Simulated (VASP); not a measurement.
A run of VASP 6.6.1 is set up as follows.

File INCAR:

```
  ALGO = Normal
  EDIFF = 1E-7
  EDIFFG = -0.04
  ENCUT = 600
  GGA = PE
  IBRION = 2
  ISIF = 3
  ISMEAR = 0
  LASPH = True
  LCHARG = False
  LREAL = False
  LWAVE = False
  NELM = 60
  NSW = 90
  PREC = Accurate
  SIGMA = 0.1
```

Contents of KPOINTS:

```
k-points
0
Gamma
  6 4 6
```

The input POSCAR:

```
As
1.0
    2.6070815400      0.0000000000      0.0000000000
    0.0000000000      4.3520563700      0.0000000000
    0.0000000000      0.0000000000      3.6058576800
As
2
Direct
    0.0000000000      0.0000000000      0.6997510800
    0.5000000000      0.5000000000      0.3002489200
```

Potentials or basis: VASP PAW PBE potentials, release 64 (As).

Command:

```sh
$ cat potpaw_PBE.64/As/POTCAR > POTCAR
$ mpirun -np 1 vasp_std > vasp.out
```

Question: What does it give for the band gap on the k mesh?

Answer: Zero (bands 5 and 6 overlap by 5.09 eV).

Question: What does it give for the relaxed volume?

Answer: 20.64 Å³/atom.

Question: Predict the space group after relaxing (to 0.1 Å).

Answer: Pmmn (No. 59).

Question: Predict the relaxed cell.

Answer: a = 2.649 Å, b = 4.569 Å, c = 3.411 Å, α = 90.00°, β = 90.00°, γ = 90.00°.

Stress tensor (GPa, compression positive):
```
-0.13  0.00  0.00
 0.00  0.06  0.00
 0.00  0.00 -0.11
```

Caveat: the k points lie up to 0.40 Å⁻¹ apart in the final cell, too coarse for converged energies and pressures of a metal.
